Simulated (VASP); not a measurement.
# TaN (sol) (P-6m2) in VASP: a series of runs

TaN (sol) is run at these levels: PBEsol; tasks: single point.

All numbers are computed with VASP 6.6.1; they aren't measurements. Logs are shortened: lines on timing, memory, paths and dates and some standing lists are left out, and cuts for length are marked.

## Step 1: The cell of the first run

It takes space group P-6m2 (No. 187, hexagonal). The conventional cell has a = 2.940 Å, b = 2.940 Å, c = 2.890 Å, α = 90.00°, β = 90.00°, γ = 120.00°. Within 2.9 Å of Ta (site symmetry -6m2) lie 6 N at 2.23 Å and 2 Ta at 2.89 Å. Within 2.9 Å of N (site symmetry -6m2) lie 6 Ta at 2.23 Å and 2 N at 2.89 Å.

## Step 2: Single point, PBEsol

INCAR reads:

```
SYSTEM = TaN
PREC = Accurate
ENCUT = 520
EDIFF = 1E-6
ISMEAR = 0
SIGMA = 0.1
LREAL = .FALSE.
LASPH = .TRUE.
NELM = 100
ALGO = Normal
ISIF = 2
LWAVE = .FALSE.
LCHARG = .FALSE.
GGA = PS
NBANDS = 15
```

KPOINTS reads:

```
regular mesh
0
G
  9 9 6
  0 0 0
```

POSCAR reads:

```
TaN
1.0
    2.9399421800      0.0000000000      0.0000000000
   -1.4699710900      2.5460646100      0.0000000000
    0.0000000000      0.0000000000      2.8901750800
Ta N
1 1
Direct
    0.0000000000      0.0000000000      0.5000000000
    0.6666666700      0.3333333300      0.0000000000
```

Potentials or basis: VASP PAW PBE potentials, release 64 (Ta_pv, N).

Started as:

```bash
$ cat potpaw_PBE.64/Ta_pv/POTCAR potpaw_PBE.64/N/POTCAR > POTCAR
$ mpirun -np 1 vasp_std > vasp.out
```

OUTCAR:

```text
SYSTEM = TaN
   PREC = Accurate
   ENCUT = 520
   EDIFF = 1E-6
   ISMEAR = 0
   LREAL = .FALSE.
   LASPH = .TRUE.
   NELM = 100
   ISIF = 2
   GGA = PS

 ion  position               nearest neighbor table
   1  0.000  0.000  0.500-   2 2.23   2 2.23   2 2.23   2 2.23   2 2.23   2 2.23
   2  0.667  0.333  0.000-   1 2.23   1 2.23   1 2.23   1 2.23   1 2.23   1 2.23

  LATTYP: Found a hexagonal cell.
 ALAT       =     2.9399421800
 C/A-ratio  =     0.9830720821

  Lattice vectors:

 A1 = (   2.9399421800,   0.0000000000,   0.0000000000)
 A2 = (  -1.4699710900,   2.5460646100,   0.0000000000)
 A3 = (   0.0000000000,   0.0000000000,   2.8901750800)

Analysis of symmetry for initial positions (statically):
=====================================================================
 Subroutine PRICEL returns:
 Original cell was already a primitive cell.

 Routine SETGRP: Setting up the symmetry group for a
 hexagonal supercell.

 Subroutine GETGRP returns: Found 12 space group operations
 (whereof 12 operations were pure point group operations)
 out of a pool of 24 trial point group operations.

The static configuration has the point symmetry D_3h.

Analysis of symmetry for dynamics (positions and initial velocities):
=====================================================================
 Subroutine PRICEL returns:
 Original cell was already a primitive cell.

 Routine SETGRP: Setting up the symmetry group for a
 hexagonal supercell.

 Subroutine GETGRP returns: Found 12 space group operations
 (whereof 12 operations were pure point group operations)
 out of a pool of 24 trial point group operations.

The dynamic configuration has the point symmetry D_3h.

 Subroutine INISYM returns: Found 12 space group operations
 (whereof 12 operations are pure point group operations),
 and found     1 'primitive' translations

----------------------------------------------------------------------------------------

                                     Primitive cell

  volume of cell :      21.6338

  direct lattice vectors                    reciprocal lattice vectors
     2.939942180  0.000000000  0.000000000     0.340142744  0.196381505  0.000000000
    -1.469971090  2.546064610  0.000000000     0.000000000  0.392763010  0.000000000
     0.000000000  0.000000000  2.890175080     0.000000000  0.000000000  0.345999800

  length of vectors
     2.939942180  2.939942177  2.890175080     0.392763010  0.392763010  0.345999800

  position of ions in fractional coordinates (direct lattice)
     0.000000000  0.000000000  0.500000000
     0.666666670  0.333333330  0.000000000

  ion indices of the primitive-cell ions
   primitive index   ion index
                 1           1
                 2           2

----------------------------------------------------------------------------------------

 KPOINTS: regular mesh

Automatic generation of k-mesh.
 Grid dimensions read from file:
 generate k-points for:    9    9    6

 Generating k-lattice:

  Cartesian coordinates                     Fractional coordinates (reciprocal lattice)
     0.037793638  0.021820167  0.000000000     0.111111111  0.000000000  0.000000000
     0.000000000  0.043640334  0.000000000     0.000000000  0.111111111  0.000000000
     0.000000000  0.000000000  0.057666633     0.000000000  0.000000000  0.166666667

  Length of vectors
     0.043640334  0.043640334  0.057666633

  Shift w.r.t. Gamma in fractional coordinates (k-lattice)
     0.000000000  0.000000000  0.000000000

 Subroutine IBZKPT returns following result:
 ===========================================

 Found     48 irreducible k-points:

 Following reciprocal coordinates:
            Coordinates               Weight
  0.000000  0.000000  0.000000      1.000000
  0.111111  0.000000  0.000000      6.000000
  0.222222  0.000000  0.000000      6.000000
  0.333333  0.000000  0.000000      6.000000
  0.444444  0.000000  0.000000      6.000000
  0.111111  0.111111  0.000000      6.000000
[... 16 lines left out ...]
  0.333333  0.222222  0.166667     24.000000
  0.333333  0.333333  0.166667      4.000000
 [... further k-points ...]
   k-points           NKPTS =     48   k-points in BZ     NKDIM =     48   number of bands    NBANDS=     15
   number of dos      NEDOS =    301   number of ions     NIONS =      2
   total plane-waves  NPLWV =  13824
   dimension x,y,z NGX =    24 NGY =   24 NGZ =   24
   dimension x,y,z NGXF=    48 NGYF=   48 NGZF=   48
   ions per type =               1   1
   NGX,Y,Z   is equivalent  to a cutoff of  13.57, 13.57, 13.81 a.u.
   NGXF,Y,Z  is equivalent  to a cutoff of  27.14, 27.14, 27.61 a.u.
 SYSTEM =  TaN
   PREC   = accura    normal or accurate (medium, high low for compatibility)
   ISTART =      0    job   : 0-new  1-cont  2-samecut
   ICHARG =      2    charge: 1-file 2-atom 10-const
   ISPIN  =      1    spin polarized calculation?
   LNONCOLLINEAR =      F non collinear calculations
   LSORBIT =      F    spin-orbit coupling
   LASPH  =      T    aspherical Exc in radial PAW
   ENCUT  =  520.0 eV  38.22 Ry    6.18 a.u.   5.47  5.47  5.37*2*pi/ulx,y,z
   NELM   =    100;   NELMIN=  2; NELMDL= -5     # of ELM steps
   EDIFF  = 0.1E-05   stopping-criterion for ELM
   LREAL  =      F    real-space projection
   EDIFFG = 0.1E-04   stopping-criterion for IOM
   NSW    =      0    number of steps for IOM
   IBRION =     -1    ionic relax: 0-MD 1-quasi-New 2-CG
   NFREE  =      0    steps in history (QN), initial steepest desc. (CG)
   ISIF   =      2    stress and relaxation
   ISYM   =      2    0-nonsym 1-usesym 2-fastsym
   POTIM  = 0.5000    time-step for ionic-motion
   TEBEG  =    0.0;   TEEND  =   0.0 temperature during run
   PSTRESS=    0.0 pullay stress
   NELECT =      16.0000    total number of electrons
   NUPDOWN=      -1.0000    fix difference up-down
   EMIN   =  10.00;   EMAX   =-10.00  energy-range for DOS
   EFERMI =   0.00;   METHOD = LEGACY
   ISMEAR =     0;   SIGMA  =   0.10  broadening in eV -4-tet -1-fermi 0-gaus
   EFERMI_NEDOS =   21; number of points for ismear=-14 and -15
   IALGO  =     38    algorithm
   IMIX   =      4    mixing-type and parameters
     AMIX     =   0.40;   BMIX     =  1.00
     AMIX_MAG =   1.60;   BMIX_MAG =  1.00
  volume/ion in A,a.u.               =      10.82        73.00
  Fermi-wavevector in a.u.,A,eV,Ry     =   1.480485  2.797711 29.821741  2.191836
  Thomas-Fermi vector in A             =   2.594513
   LORBIT       =      0    0 simple, 1 ext, 2 COOP (PROOUT), +10 PAW based schemes
   GGA     = PS    functional components
   LHFCALC =     F    Hartree Fock is set to
   AEXX    =    0.0000 exact exchange contribution
   IVDW    =     0    specifies the selected vdW correction
   LEPSILON=     F    determine dielectric tensor
   LRPA    =     F    only Hartree local field effects (RPA)
 non-spin polarized calculation
 Gauss-broadening in eV      SIGMA  =   0.10
  energy-cutoff  :      520.00
  volume of cell :       21.63
 maximum number of plane-waves:       611
 NGX is ok and might be reduce to    24
   NGX = 11   NGY = 11   NGZ = 11

 number of electron      16.0000001 magnetization

 Free energy of the ion-electron system (eV)
  ---------------------------------------------------
  ext. energy  EPLUGINS =         0.00000000
  ---------------------------------------------------
  free energy    TOTEN  =       -23.80157436 eV

  energy without entropy =      -23.80084493  energy(sigma->0) =      -23.80120965

 E-fermi :   8.2369     XC(G=0): -13.4848

 val. band max:        8.1994049542   @ k =   0.3333   0.3333   0.0000
 cond. band min:       8.2608925506   @ k =   0.0000   0.0000   0.3333
 fundamental gap:      0.0614875964
 Fermi energy:         8.2368820266

 k-point     1 :       0.0000    0.0000    0.0000
  band No.  band energies     occupation
      1     -26.7463      2.00000
      2     -26.4712      2.00000
      3     -26.4712      2.00000
      4      -9.6531      2.00000
      5       3.5212      2.00000
      6       3.5212      2.00000
      7       3.8378      2.00000
      8       5.1368      2.00000
      9      10.2523      0.00000
     10      11.6230      0.00000
     11      11.6230      0.00000
     12      12.0045      0.00000
     13      12.0045      0.00000
     14      21.0305      0.00000
     15      21.4695      0.00000

 k-point     2 :       0.1111    0.0000    0.0000
  band No.  band energies     occupation
      1     -26.7297      2.00000
      2     -26.6014      2.00000
      3     -26.4991      2.00000
      4      -9.4001      2.00000
      5       2.8115      2.00000
      6       3.7106      2.00000
      7       4.1782      2.00000
      8       4.7836      2.00000
      9      10.9754      0.00000
     10      11.2686      0.00000
     11      11.6684      0.00000
     12      11.8760      0.00000
     13      12.3266      0.00000
     14      21.0048      0.00000
     15      21.4543      0.00000

 k-point     3 :       0.2222    0.0000    0.0000
  band No.  band energies     occupation
      1     -26.9185      2.00000
      2     -26.6875      2.00000
      3     -26.5688      2.00000
      4      -8.7468      2.00000
      5       1.5402      2.00000
      6       4.0275      2.00000
      7       4.1655      2.00000
      8       4.8206      2.00000
      9      10.2601      0.00000
     10      11.5668      0.00000
     11      11.9233      0.00000
     12      12.8911      0.00000
     13      12.8940      0.00000
     14      21.0607      0.00000
     15      21.4462      0.00000
[... 343 lines left out ...]
 k-point    23 :       0.3333    0.2222    0.1667
  band No.  band energies     occupation
      1     -27.3120      2.00000
      2     -26.9280      2.00000
      3     -26.7977      2.00000
      4      -7.2172      2.00000
      5       0.6963      2.00000
      6       2.1627      2.00000
      7       2.8226      2.00000
      8       6.9693      2.00000
      9      10.0831      0.00000
     10      11.4415      0.00000
     11      12.2580      0.00000
     12      14.4391      0.00000
     13      18.8474      0.00000
     14      20.1123      0.00000
     15      21.4236      0.00000

 k-point    24 :       0.3333    0.3333    0.1667
  band No.  band energies     occupation
      1     -27.2044      2.00000
      2     -27.1107      2.00000
      3     -26.7875      2.00000
      4      -7.1038      2.00000
      5       1.3398      2.00000
      6       1.5805      2.00000
      7       2.3992      2.00000
      8       7.5243      2.00000
      9      10.2204      0.00000
     10      11.1370      0.00000
     11      11.5097      0.00000
     12      14.8847      0.00000
     13      19.2303      0.00000
     14      21.4250      0.00000
     15      21.5717      0.00000

 [... further k-points ...]

------------------------ aborting loop because EDIFF is reached ----------------------------------------

  FORCE on cell =-STRESS in cart. coord.  units (eV):
  Direction    XX          YY          ZZ          XY          YZ          ZX
  --------------------------------------------------------------------------------------
  -------------------------------------------------------------------------------------
  Total       -0.6452819     -0.6452819     -0.9124853      0.0000000      0.0000000     -0.0000000
  in kB      -47.7889735    -47.7889734    -67.5778078      0.0000000      0.0000000     -0.0000000
  external PRESSURE =     -54.3852516 kB  Pullay stress =       0.0000000 kB

 VOLUME and BASIS-vectors are now :
 -----------------------------------------------------------------------------
  energy-cutoff  :      520.00
  volume of cell :       21.63
      direct lattice vectors                 reciprocal lattice vectors
     2.939942180  0.000000000  0.000000000     0.340142744  0.196381505  0.000000000
    -1.469971090  2.546064610  0.000000000     0.000000000  0.392763010  0.000000000
     0.000000000  0.000000000  2.890175080     0.000000000  0.000000000  0.345999800

 POSITION                                       TOTAL-FORCE (eV/Angst)
 -----------------------------------------------------------------------------------
      0.00000      0.00000      1.44509         0.000000      0.000000      0.000000
      1.46997      0.84869      0.00000        -0.000000      0.000000      0.000000
 -----------------------------------------------------------------------------------
    total drift:                               -0.000009      0.000005      0.000000

  FREE ENERGIE OF THE ION-ELECTRON SYSTEM (eV)
  ---------------------------------------------------
  free  energy   TOTEN  =       -23.8015743648 eV

  energy  without entropy=      -23.8008449287  energy(sigma->0) =      -23.80120965
```

It took 15 s on 1 thread of AMD EPYC 7R43 (Zen 3), shared host; peak memory 0.12 GiB.

Results:

```yaml
Free_energy: -23.8016 eV
Pressure: -5.4 GPa
Band_gap_on_the_k_mesh: zero (band 8 reaches 8.26 eV, above the bottom of band 9 at 7.95 eV)
```

Stress tensor (GPa, compression positive):
```
-4.78  0.00  0.00
 0.00 -4.78  0.00
 0.00  0.00 -6.76
```

Levels at points of the mesh, in eV from the Fermi level:
```
           k point  band 4  band 5  band 6  band 7  band 8  band 9  band 10  band 11  band 12  band 13
(0.00, 0.00, 0.00)  -17.89   -4.72   -4.72   -4.40   -3.10    2.02     3.39     3.39     3.77     3.77
(0.00, 0.00, 0.50)  -15.22   -9.55   -3.90   -3.90   -0.29   -0.29     2.22     3.12     3.12     7.93
```

Caveat: the k points lie up to 0.36 Å⁻¹ apart; the PAW data sets were made with another functional, which shifts forces and pressure a little; spin-orbit coupling is left out, which moves the levels of the heavy elements.

(Part 1 of 2 ends here.)
